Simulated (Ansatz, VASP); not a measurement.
**Ga: VASP beside Ansatz**

The input INCAR:

```
ALGO = Normal ; EDIFF = 1E-8
ENCUT = 520 ; GGA = PS
ISIF = 2 ; ISMEAR = -1
LASPH = T ; LCHARG = F
LEFG = T ; LREAL = F
LWAVE = F ; NBANDS = 20
NELM = 80 ; PREC = Accurate
SIGMA = 0.03
```

The input KPOINTS:

```
k-points
0
Gamma
  14 14 11
```

Contents of POSCAR:

```
Ga
1.0
    1.3643085195     -3.9720811669      0.0000000000
    1.3643085195      3.9720811669      0.0000000000
   -0.1158626432      0.0000000000      3.2849254291
Ga
2
Direct
    0.8690000000      0.1310000000      0.2500000000
    0.1310000000      0.8690000000      0.7500000000
```

Input for Ansatz:

```yaml
crystal:
  lattice:
    - [1.3643085195, -3.9720811669, 0.0]
    - [1.3643085195, 3.9720811669, 0.0]
    - [-0.1158626432, 0.0, 3.2849254291]
  atoms:
    - { symbol: Ga, position: [0.869, 0.131, 0.25] }
    - { symbol: Ga, position: [0.131, 0.869, 0.75] }
kpoints:
  mp_grid: { grid: [14, 14, 11] }
scf:
  occupations: { method: fermi_dirac, width: 0.03 }
hamiltonian:
  xc: pbesol
  pseudopotentials: { kind: all_electron, datasets: crystal }
output:
  forces: true
  stress: true
  eigenvalues: true
  efg: { contact_densities: true }
```

Change from the starting cell: volume scaled by 0.96, crystal datasets.

Alike in both runs: task electric field gradients; functional PBEsol; k mesh 14 × 14 × 11; occupations fermi-dirac, width 0.03 eV; no spin polarisation.

```csv
,VASP,Ansatz
version,VASP 6.6.1,Ansatz 0.2.0
potentials or method,"VASP PAW PBE potentials, release 64 (Ga_d), cutoff 520 eV","all-electron PAW with datasets made for the crystal, scalar-relativistic"
```

Ansatz gave:

* pressure (GPa): 0.6
* traceless stress, the component that is largest in VASP (GPa): 0.15
* rms of the force components (eV/Å): 0.116
* size of Vzz on the site where it differs most (V/Å²): 27.8

**Question.** Which values does VASP return?

**Answer.** Pressure (GPa): 0.6; traceless stress, the component that is largest in VASP (GPa): 0.16; rms of the force components (eV/Å): 0.116; size of Vzz on the site where it differs most (V/Å²): 26.1.

VASP's potentials were made for PBE, not for PBEsol. Atom by atom the forces differ by 0.000 eV/Å (rms over components). Ansatz ran all-electron here, and VASP with PAW potentials.
